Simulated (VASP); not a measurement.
## Nb: single point with PBEsol

Nb, a slab with vacuum:

```xyz
5
Lattice="2.8350 0.0000 0.0000 -0.9450 2.6728 0.0000 0.0000 0.0000 25.2589" Properties=species:S:1:pos:R:3 pbc="T T T"
Nb    0.0000    0.0000    8.0891
Nb    0.9450    1.3364   10.3111
Nb    0.0000    0.0000   12.6295
Nb    0.9450    1.3364   14.9478
Nb    0.0000    0.0000   17.1698
```

```json
{"Program": "VASP 6.6.1", "Task": "single point", "Functional": "PBEsol", "Potentials or basis": "VASP PAW PBE potentials, release 64 (Nb_sv)", "Cutoff": "520 eV", "k mesh": "12 × 12 × 1", "Occupations": "fermi-dirac, width 0.1 eV", "Spin": "no spin polarisation"}
```

```
Largest force          : 0.012 eV/Å
Band gap on the k mesh : zero (an odd number of electrons rules out a gap without spin polarisation)
```

Forces on the atoms (eV/Å):
```
Nb   0.000  0.000  0.007
Nb   0.000  0.000  0.003
Nb   0.000  0.000 -0.002
Nb   0.000  0.000  0.004
Nb   0.000  0.000 -0.012
```

Levels at points of the mesh, in eV from the Fermi level:
| k point | band 28 | band 29 | band 30 | band 31 | band 32 | band 33 | band 34 | band 35 | band 36 | band 37 |
| --- | --- | --- | --- | --- | --- | --- | --- | --- | --- | --- |
| (0.00, 0.00, 0.00) | -0.95 | -0.50 | -0.36 | -0.29 | 0.18 | 0.22 | 0.23 | 0.47 | 1.12 | 1.19 |
| (0.50, 0.00, 0.00) | -1.53 | -1.52 | -1.48 | -0.09 | 0.31 | 0.96 | 1.54 | 2.36 | 2.91 | 2.97 |
| (0.50, 0.50, 0.00) | -1.76 | -1.59 | -0.79 | -0.05 | 0.86 | 1.81 | 1.92 | 2.12 | 2.98 | 2.99 |

It took 4.7 min on 1 thread of Intel(R) Xeon(R) 6975P-C (Granite Rapids), on a shared host, peak memory 0.45 GiB.

Caveat: the PAW data sets were made with another functional, which shifts forces and pressure a little.
